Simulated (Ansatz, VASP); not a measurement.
**One calculation of SiNi, two programs**

INCAR

```
ALGO = Normal ; EDIFF = 1E-7
EDIFFG = -0.01 ; ENCUT = 600
GGA = PE ; IBRION = 2
ISIF = 3 ; ISMEAR = 0
LASPH = T ; LCHARG = F
LREAL = F ; LWAVE = F
NELM = 80 ; NSW = 80
PREC = Accurate ; SIGMA = 0.1
```

KPOINTS

```
k-points
0
Gamma
  14 12 10
```

File POSCAR:

```
SiNi
1.0
    3.0266200000      0.0000000000      0.0000000000
    0.0000000000      3.2735000000      0.0000000000
    0.0000000000      0.0000000000      4.6977600000
Si Ni
2 2
Direct
    0.5000000000      0.5000000000      0.8423000000
    0.0000000000      0.0000000000      0.1577000000
    0.5000000000      0.5000000000      0.3442200000
    0.0000000000      0.0000000000      0.6557800000
```

Input for Ansatz:

```yaml
crystal:
  lattice:
    - [3.02662, 0.0, 0.0]
    - [0.0, 3.2735, 0.0]
    - [0.0, 0.0, 4.69776]
  atoms:
    - { symbol: Si, position: [0.5, 0.5, 0.8423] }
    - { symbol: Si, position: [0.0, 0.0, 0.1577] }
    - { symbol: Ni, position: [0.5, 0.5, 0.34422] }
    - { symbol: Ni, position: [0.0, 0.0, 0.65578] }
basis:
  ecutwfc: 520
kpoints:
  mp_grid: { grid: [14, 12, 10] }
hamiltonian:
  xc: pbe
scf:
  occupations: { method: gaussian, width: 0.1 }
output:
  forces: true
  stress: true
  eigenvalues: true
relax:
  adjacent_minimum: "off"
  f_tol: 0.01
  max_steps: 60
  cell: { stress_tol: 0.05 }
```

Alike in both runs: task relaxation of cell and atoms; functional PBE; k mesh 14 × 12 × 10; occupations gaussian, width 0.1 eV; no spin polarisation.

```csv
,VASP,Ansatz
version,VASP 6.6.1,Ansatz 0.2.0
potentials or method,"VASP PAW PBE potentials, release 64 (Si, Ni), cutoff 600 eV","scalar-relativistic, plane waves, PAW"
valence electrons in the cell,28,44
```

```tsv
	VASP	Ansatz	Ansatz less VASP
gap on the k mesh at the Fermi level, each at its own relaxed structure (eV)	none	none	-
relaxed volume (Å³/atom)	11.72	11.72	-0.002
relaxed cell length with the largest relative difference (Å)	4.712	4.709	-0.0028
```

A gap of «none» marks a metal or a gap that the smearing closes. VASP's potentials hold 28 valence electrons a cell and Ansatz's 44, so a difference there can come from the potentials and not from the codes.
